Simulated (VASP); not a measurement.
# Al3GaN4 (P-42m) in VASP: further runs, part 2 of 2

VASP 6.6.1. Earlier steps stand in the parts before.

## 5. Single point, PBEsol (strain +0.000 along x and y, -0.080 along z)

File INCAR:

```
SYSTEM = Al3GaN4
ALGO = Normal
EDIFF = 1E-6
ENCUT = 520
GGA = PS
ISIF = 2
ISMEAR = 0
LASPH = .TRUE.
LCHARG = .FALSE.
LREAL = .FALSE.
LWAVE = .FALSE.
NBANDS = 31
NELM = 60
PREC = Accurate
SIGMA = 0.05
```

File KPOINTS:

```
k-points
0
G
  6 6 6
  0 0 0
```

File POSCAR:

```
Al3GaN4
1.0
    4.4069948404      0.0000000000      0.0000000000
    0.0000000000      4.4069948404      0.0000000000
    0.0000000000      0.0000000000      4.0544352532
Al Ga N
3 1 4
Direct
    0.5000000000      0.5000000000      0.0000000000
    0.5000000000      0.0000000000      0.5000000000
    0.0000000000      0.5000000000      0.5000000000
    0.0000000000      0.0000000000      0.0000000000
    0.7447077174      0.7447077174      0.2552922826
    0.7447077174      0.2552922826      0.7447077174
    0.2552922826      0.7447077174      0.7447077174
    0.2552922826      0.2552922826      0.2552922826
```

Potentials or basis: VASP PAW PBE potentials, release 64 (Al, Ga_d, N).

Run with:

```sh
cat potpaw_PBE.64/Al/POTCAR potpaw_PBE.64/Ga_d/POTCAR potpaw_PBE.64/N/POTCAR > POTCAR
mpirun -np 1 vasp_std > vasp.out
```

OUTCAR:

```text
SYSTEM = Al3GaN4
   EDIFF = 1E-6
   ENCUT = 520
   GGA = PS
   ISIF = 2
   ISMEAR = 0
   LASPH = .TRUE.
   LREAL = .FALSE.
   NELM = 60
   PREC = Accurate

 ion  position               nearest neighbor table
   1  0.500  0.500  0.000-   5 1.84   6 1.84   7 1.84   8 1.84   2 2.99   3 2.99   2 2.99   3 2.99
                             2 2.99   2 2.99   3 2.99   3 2.99   4 3.12   4 3.12   4 3.12   4 3.12
   2  0.500  0.000  0.500-   5 1.85   6 1.85   7 1.85   8 1.85   1 2.99   4 2.99   1 2.99   4 2.99
                             1 2.99   1 2.99   4 2.99   4 2.99   3 3.12   3 3.12   3 3.12   3 3.12
   3  0.000  0.500  0.500-   5 1.85   6 1.85   7 1.85   8 1.85   1 2.99   4 2.99   1 2.99   4 2.99
                             4 2.99   4 2.99   1 2.99   1 2.99   2 3.12   2 3.12   2 3.12   2 3.12
   4  0.000  0.000  0.000-   5 1.90   6 1.90   7 1.90   8 1.90   2 2.99   3 2.99   2 2.99   3 2.99
                             3 2.99   3 2.99   2 2.99   2 2.99   1 3.12   1 3.12   1 3.12   1 3.12
   5  0.745  0.745  0.255-   1 1.84   2 1.85   3 1.85   4 1.90
   6  0.745  0.255  0.745-   1 1.84   2 1.85   3 1.85   4 1.90
   7  0.255  0.745  0.745-   1 1.84   2 1.85   3 1.85   4 1.90
   8  0.255  0.255  0.255-   1 1.84   2 1.85   3 1.85   4 1.90

  LATTYP: Found a simple tetragonal cell.
 ALAT       =     4.4069948404
 C/A-ratio  =     0.9200000000

  Lattice vectors:

 A1 = (   4.4069948404,   0.0000000000,   0.0000000000)
 A2 = (   0.0000000000,   4.4069948404,   0.0000000000)
 A3 = (   0.0000000000,   0.0000000000,   4.0544352532)

Analysis of symmetry for initial positions (statically):
=====================================================================
 Subroutine PRICEL returns:
 Original cell was already a primitive cell.

 Routine SETGRP: Setting up the symmetry group for a
 simple tetragonal supercell.

 Subroutine GETGRP returns: Found  8 space group operations
 (whereof  8 operations were pure point group operations)
 out of a pool of 16 trial point group operations.

The static configuration has the point symmetry D_2d.

Analysis of symmetry for dynamics (positions and initial velocities):
=====================================================================
 Subroutine PRICEL returns:
 Original cell was already a primitive cell.

 Routine SETGRP: Setting up the symmetry group for a
 simple tetragonal supercell.

 Subroutine GETGRP returns: Found  8 space group operations
 (whereof  8 operations were pure point group operations)
 out of a pool of 16 trial point group operations.

The dynamic configuration has the point symmetry D_2d.

 Subroutine INISYM returns: Found  8 space group operations
 (whereof  8 operations are pure point group operations),
 and found     1 'primitive' translations

----------------------------------------------------------------------------------------

                                     Primitive cell

  volume of cell :      78.7436

  direct lattice vectors                    reciprocal lattice vectors
     4.406994840  0.000000000  0.000000000     0.226911997  0.000000000  0.000000000
     0.000000000  4.406994840  0.000000000     0.000000000  0.226911997  0.000000000
     0.000000000  0.000000000  4.054435253     0.000000000  0.000000000  0.246643475

  length of vectors
     4.406994840  4.406994840  4.054435253     0.226911997  0.226911997  0.246643475

  position of ions in fractional coordinates (direct lattice)
     0.500000000  0.500000000  0.000000000
[... 73 lines left out ...]
   number of dos      NEDOS =    301   number of ions     NIONS =      8
   total plane-waves  NPLWV =  38880
   dimension x,y,z NGX =    36 NGY =   36 NGZ =   30
   dimension x,y,z NGXF=    72 NGYF=   72 NGZF=   60
   ions per type =               3   1   4
   NGX,Y,Z   is equivalent  to a cutoff of  13.58, 13.58, 12.30 a.u.
   NGXF,Y,Z  is equivalent  to a cutoff of  27.16, 27.16, 24.60 a.u.
 SYSTEM =  Al3GaN4
   PREC   = accura    normal or accurate (medium, high low for compatibility)
   ISTART =      0    job   : 0-new  1-cont  2-samecut
   ICHARG =      2    charge: 1-file 2-atom 10-const
   ISPIN  =      1    spin polarized calculation?
   LNONCOLLINEAR =      F non collinear calculations
   LSORBIT =      F    spin-orbit coupling
   LASPH  =      T    aspherical Exc in radial PAW
   ENCUT  =  520.0 eV  38.22 Ry    6.18 a.u.   8.19  8.19  7.54*2*pi/ulx,y,z
   NELM   =     60;   NELMIN=  2; NELMDL= -5     # of ELM steps
   EDIFF  = 0.1E-05   stopping-criterion for ELM
   LREAL  =      F    real-space projection
   EDIFFG = 0.1E-04   stopping-criterion for IOM
   NSW    =      0    number of steps for IOM
   IBRION =     -1    ionic relax: 0-MD 1-quasi-New 2-CG
   NFREE  =      0    steps in history (QN), initial steepest desc. (CG)
   ISIF   =      2    stress and relaxation
   ISYM   =      2    0-nonsym 1-usesym 2-fastsym
   POTIM  = 0.5000    time-step for ionic-motion
   TEBEG  =    0.0;   TEEND  =   0.0 temperature during run
   PSTRESS=    0.0 pullay stress
   NELECT =      42.0000    total number of electrons
   NUPDOWN=      -1.0000    fix difference up-down
   EMIN   =  10.00;   EMAX   =-10.00  energy-range for DOS
   EFERMI =   0.00;   METHOD = LEGACY
   ISMEAR =     0;   SIGMA  =   0.05  broadening in eV -4-tet -1-fermi 0-gaus
   EFERMI_NEDOS =   21; number of points for ismear=-14 and -15
   IALGO  =     38    algorithm
   IMIX   =      4    mixing-type and parameters
     AMIX     =   0.40;   BMIX     =  1.00
     AMIX_MAG =   1.60;   BMIX_MAG =  1.00
  volume/ion in A,a.u.               =       9.84        66.42
  Fermi-wavevector in a.u.,A,eV,Ry     =   1.327658  2.508909 23.982648  1.762675
  Thomas-Fermi vector in A             =   2.456954
   LORBIT       =      0    0 simple, 1 ext, 2 COOP (PROOUT), +10 PAW based schemes
   GGA     = PS    functional components
   LHFCALC =     F    Hartree Fock is set to
   AEXX    =    0.0000 exact exchange contribution
   IVDW    =     0    specifies the selected vdW correction
   LEPSILON=     F    determine dielectric tensor
   LRPA    =     F    only Hartree local field effects (RPA)
 non-spin polarized calculation
 Gauss-broadening in eV      SIGMA  =   0.05
  energy-cutoff  :      520.00
  volume of cell :       78.74
 maximum number of plane-waves:      2144
 NGX is ok and might be reduce to    36
   NGX = 17   NGY = 17   NGZ = 15

 number of electron      41.9999996 magnetization

 Free energy of the ion-electron system (eV)
  ---------------------------------------------------
  ext. energy  EPLUGINS =         0.00000000
  ---------------------------------------------------
  free energy    TOTEN  =       -59.45180200 eV

  energy without entropy =      -59.45180200  energy(sigma->0) =      -59.45180200

 E-fermi :   6.9553     XC(G=0): -11.7261

 val. band max:        6.6822263217   @ k =   0.0000   0.0000   0.0000
 cond. band min:       9.6036115157   @ k =   0.0000   0.0000   0.0000
 fundamental gap:      2.9213851940
 Fermi energy:         6.9553381572

 k-point     1 :       0.0000    0.0000    0.0000
  band No.  band energies     occupation
      1      -9.2465      2.00000
      2      -7.1256      2.00000
      3      -7.1256      2.00000
      4      -7.0523      2.00000
      5      -6.1232      2.00000
      6      -6.0960      2.00000
[... 805 lines left out ...]
     30      16.8440      0.00000
     31      17.9264      0.00000

 [... further k-points ...]

------------------------ aborting loop because EDIFF is reached ----------------------------------------

  FORCE on cell =-STRESS in cart. coord.  units (eV):
  Direction    XX          YY          ZZ          XY          YZ          ZX
  --------------------------------------------------------------------------------------
  -------------------------------------------------------------------------------------
  Total        8.0781652      8.0781652     11.5188928      0.0000000      0.0000000      0.0000000
  in kB      164.3644387    164.3644387    234.3720758      0.0000000      0.0000000      0.0000000
  external PRESSURE =     187.7003177 kB  Pullay stress =       0.0000000 kB

 VOLUME and BASIS-vectors are now :
 -----------------------------------------------------------------------------
  energy-cutoff  :      520.00
  volume of cell :       78.74
      direct lattice vectors                 reciprocal lattice vectors
     4.406994840  0.000000000  0.000000000     0.226911997  0.000000000  0.000000000
     0.000000000  4.406994840  0.000000000     0.000000000  0.226911997  0.000000000
     0.000000000  0.000000000  4.054435253     0.000000000  0.000000000  0.246643475

 POSITION                                       TOTAL-FORCE (eV/Angst)
 -----------------------------------------------------------------------------------
      2.20350      2.20350      0.00000        -0.000000      0.000000     -0.000000
      2.20350      0.00000      2.02722         0.000000      0.000000     -0.000000
      0.00000      2.20350      2.02722         0.000000      0.000000     -0.000000
      0.00000      0.00000      0.00000         0.000000      0.000000     -0.000000
      3.28192      3.28192      1.03507         0.046098      0.046098      0.092864
      3.28192      1.12507      3.01937         0.046098     -0.046098     -0.092864
      1.12507      3.28192      3.01937        -0.046098      0.046098     -0.092864
      1.12507      1.12507      1.03507        -0.046098     -0.046098      0.092864
 -----------------------------------------------------------------------------------
    total drift:                               -0.000000     -0.000000     -0.000000

  FREE ENERGIE OF THE ION-ELECTRON SYSTEM (eV)
  ---------------------------------------------------
  free  energy   TOTEN  =       -59.4518019959 eV

  energy  without entropy=      -59.4518019959  energy(sigma->0) =      -59.45180200
```

It took 95 s on 1 thread of Intel Xeon 8259CL, shared host; peak memory 0.23 GiB.

What came out:

```yaml
Free_energy: -59.4518 eV
Pressure: 18.8 GPa
Largest_force: 0.113 eV/Å
Band_gap_on_the_k_mesh: 2.92 eV
```

Forces on the atoms (eV/Å):
```
Al   0.000  0.000  0.000
Al   0.000  0.000  0.000
Al   0.000  0.000  0.000
Ga   0.000  0.000  0.000
N    0.046  0.046  0.093
N    0.046 -0.046 -0.093
N   -0.046  0.046 -0.093
N   -0.046 -0.046  0.093
```

Caveat: the cell differs from its parent crystal (strain +0.000 along x and y, -0.080 along z); the cell stands under pressure; the PAW data sets were made with another functional, which shifts forces and pressure a little.

## 6. Single point, PBEsol (strain -0.040 along x and y, +0.040 along z)

File INCAR:

```
PREC     = Accurate       # precision mode
ENCUT    = 520            # plane-wave cutoff, eV
EDIFF    = 1E-7           # SCF threshold, eV
ISMEAR   = 0              # smearing method
SIGMA    = 0.05           # smearing width, eV
LREAL    = F              # projectors in reciprocal space
LASPH    = T              # aspherical terms in the spheres
NELM     = 60             # most SCF steps
ALGO     = Normal         # electronic algorithm
ISIF     = 2              # what is computed and relaxed
LWAVE    = F              # write WAVECAR
LCHARG   = F              # write CHGCAR
GGA      = PS             # functional
NBANDS   = 31             # bands
```

File KPOINTS:

```
regular mesh
0
Gamma
  6 6 6
```

POSCAR: that of step 5 with these lines changed.

```diff
@@ -2,5 +2,5 @@
 1.0
-    4.4069948404      0.0000000000      0.0000000000
-    0.0000000000      4.4069948404      0.0000000000
-    0.0000000000      0.0000000000      4.0544352532
+    4.2307150468      0.0000000000      0.0000000000
+    0.0000000000      4.2307150468      0.0000000000
+    0.0000000000      0.0000000000      4.5832746340
 Al Ga N
```

Potentials or basis: VASP PAW PBE potentials, release 64 (Al, Ga_d, N).

Run with:

```sh
cat potpaw_PBE.64/Al/POTCAR potpaw_PBE.64/Ga_d/POTCAR potpaw_PBE.64/N/POTCAR > POTCAR
mpirun -np 1 vasp_std > vasp.out
```

Run time: 94 s. Hardware: 1 thread of Intel Xeon 8259CL, shared host; peak memory 0.24 GiB.

The run converged. Its results:

| Item | Value |
| --- | --- |
| Free energy | -59.6911 eV |
| Pressure | 8.6 GPa |
| Largest force | 0.090 eV/Å |
| Band gap on the k mesh | 3.05 eV (least direct gap 3.09 eV) |

Forces on the atoms (eV/Å):
```
Al   0.000  0.000  0.000
Al   0.000  0.000  0.000
Al   0.000  0.000  0.000
Ga   0.000  0.000  0.000
N   -0.032 -0.032 -0.077
N   -0.032  0.032  0.077
N    0.032 -0.032  0.077
N    0.032  0.032 -0.077
```

Stress tensor (GPa, compression positive):
```
12.85  0.00  0.00
 0.00 12.85  0.00
 0.00  0.00  0.09
```

Levels at points of the mesh, in eV from the valence-band top:
| k point | band 19 | band 20 | band 21 | band 22 | band 23 | band 24 |
| --- | --- | --- | --- | --- | --- | --- |
| (0.00, 0.00, 0.00) | -0.44 | -0.04 | -0.04 | 3.05 | 3.05 | 3.51 |
| (0.50, 0.00, 0.00) | -1.50 | -1.35 | -1.21 | 5.61 | 5.72 | 6.22 |
| (0.50, 0.50, 0.00) | -0.39 | -0.34 | -0.34 | 7.55 | 7.63 | 7.63 |
| (0.00, 0.00, 0.50) | -1.12 | -0.83 | -0.83 | 5.44 | 5.47 | 5.50 |
| (0.50, 0.00, 0.50) | -1.03 | -0.92 | -0.87 | 7.28 | 7.35 | 7.43 |
| (0.50, 0.50, 0.50) | -0.43 | -0.26 | -0.26 | 5.44 | 6.77 | 6.78 |

Caveat: the cell differs from its parent crystal (strain -0.040 along x and y, +0.040 along z); the cell stands under pressure; the PAW data sets were made with another functional, which shifts forces and pressure a little. A k mesh can miss the band edges.

## 7. Summary

| cell | gap on the mesh (eV) | pressure (GPa) | largest force (eV/Å) |
| --- | --- | --- | --- |
| a = 4.054, b = 4.054, c = 4.407 Å, 8 atoms | 3.08 | 45.3 | 0.13 |
| a = 4.054, b = 4.054, c = 4.583 Å, 8 atoms | 2.91 | 31.1 | 0.16 |
| a = 4.054, b = 4.054, c = 4.760 Å, 8 atoms | 2.71 | 19.0 | 0.17 |
| a = 4.407, b = 4.407, c = 4.054 Å, 8 atoms | 2.92 | 18.8 | 0.11 |
| a = 4.231, b = 4.231, c = 4.583 Å, 8 atoms | 3.05 | 8.6 | 0.09 |

Alike in all rows: task single point; level PBEsol; potentials or basis VASP PAW PBE potentials, release 64 (Al, Ga_d, N); no spin polarisation; k mesh 6 × 6 × 6; cutoff (eV) 520; smearing gaussian 0.05 eV.

Caveats: the cell stands under pressure; the PAW data sets were made with another functional, which shifts forces and pressure a little.

Total energies depend on the potentials used, so only differences within one code and one set of settings carry meaning.
